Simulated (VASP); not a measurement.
Set up this calculation in VASP 6.6.1, as the native input.

```yaml
Task: single point
Functional: PBE
Potentials_or_basis: VASP PAW PBE potentials, release 64 (Hg, Te)
Cutoff: 500 eV
k_mesh: 18 × 18 × 18
Occupations: gaussian, width 0.1 eV
Spin: no spin polarisation
Dipole_correction: no
Further_INCAR_settings: ALGO = Normal; EDIFF = 1e-06; NBANDS = 16
```

The structure of HgTe lies in POSCAR:

```
HgTe
1.0
    0.0000000000      3.2145000000      3.2145000000
    3.2145000000      0.0000000000      3.2145000000
    3.2145000000      3.2145000000      0.0000000000
Hg Te
1 1
Direct
    0.0000000000      0.0000000000      0.0000000000
    0.2500000000      0.2500000000      0.2500000000
```

One way to write it, as run:

INCAR

```
ALGO     = Normal         # electronic algorithm
EDIFF    = 1E-6           # SCF threshold, eV
ENCUT    = 500            # plane-wave cutoff, eV
GGA      = PE             # functional
GGA_COMPAT= False        
ISIF     = 2              # what is computed and relaxed
ISMEAR   = 0              # smearing method
LASPH    = True           # aspherical terms in the spheres
LCHARG   = False          # write CHGCAR
LREAL    = False          # projectors in reciprocal space
LWAVE    = False          # write WAVECAR
NBANDS   = 16             # bands
NELM     = 120            # most SCF steps
PREC     = Accurate       # precision mode
SIGMA    = 0.1            # smearing width, eV
```

KPOINTS

```
k-points
0
Gamma
  18 18 18
```

Potentials or basis: VASP PAW PBE potentials, release 64 (Hg, Te).

The run is started by

```sh
$ cat potpaw_PBE.64/Hg/POTCAR potpaw_PBE.64/Te/POTCAR > POTCAR
$ mpirun -np 1 vasp_std > vasp.out
```

Results of the run:

The pressure is 4.6 GPa and the band gap on the k mesh is zero (filled and empty bands touch).

Caveat: the cell stands under pressure; semilocal functionals underestimate gaps, so a narrow gap can read as zero; spin-orbit coupling is left out, which moves the levels of the heavy elements.

It took 65 s on 1 thread of Intel(R) Xeon(R) 6975P-C (Granite Rapids), on a shared host, peak memory 0.35 GiB.
